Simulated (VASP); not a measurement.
Crystal: GaBiSe2.

```
Ga Bi Se
1.0
     5.29216    0.00000    0.00000
     0.00000    5.29216    0.00000
     0.00000    0.00000    3.10331
Ga Bi Se
1 1 2
Direct
  0.00000 0.00000 0.00000
  0.50000 0.50000 0.50000
  0.50000 0.00000 0.00000
  0.00000 0.50000 0.00000
```

| Quantity | Value |
| --- | --- |
| Program | VASP 6.6.1 |
| Task | relaxation of cell and atoms |
| Functional | PBE |
| Potentials or basis | VASP PAW PBE potentials, release 64 (Ga_d, Bi_d, Se) |
| Cutoff | 600 eV |
| k mesh | 4 × 4 × 6 |
| Occupations | gaussian, width 0.1 eV |
| Spin | no spin polarisation |

At the start: pressure 8.8 GPa; volume 21.73 Å³/atom.

**Question.** Where does the relaxation end?

**Answer.** Over 11 steps the energy falls by 165.2 meV/atom and the volume is 25.84 Å³/atom (+18.9 %); space group P4/mmm (No. 123, to 0.1 Å) before and after.

Step by step:
```csv
step,energy change (eV),largest force (eV/Å),pressure (GPa),volume (Å³)
1,0.0000,0.0000,8.85,86.91
2,-0.2732,0.0000,-1.83,102.90
3,-0.2947,0.0000,0.01,98.91
4,-0.2947,0.0000,-0.13,99.16
5,-0.3192,0.0000,-0.17,99.45
6,-0.4479,0.0000,0.15,100.15
7,-0.6515,0.0000,1.02,100.89
8,-0.6525,0.0000,1.12,100.93
9,-0.6422,0.0000,-0.96,106.08
10,-0.6581,0.0000,0.31,102.86
11,-0.6609,0.0000,-0.03,103.38
```

Final structure:
```cif
data_structure
_symmetry_space_group_name_H-M 'P 1'
_symmetry_Int_Tables_number 1
_cell_length_a 5.2185
_cell_length_b 5.2185
_cell_length_c 3.7960
_cell_angle_alpha 90.000
_cell_angle_beta 90.000
_cell_angle_gamma 90.000
_cell_volume 103.38
loop_
_atom_site_label
_atom_site_type_symbol
_atom_site_fract_x
_atom_site_fract_y
_atom_site_fract_z
_atom_site_occupancy
Ga1 Ga 0.00000 0.00000 0.00000 1
Bi1 Bi 0.50000 0.50000 0.50000 1
Se1 Se 0.50000 0.00000 0.00000 1
Se2 Se 0.00000 0.50000 0.00000 1
```

Caveat: the volume moved by over 15 % at a fixed basis, so the end points are rough.
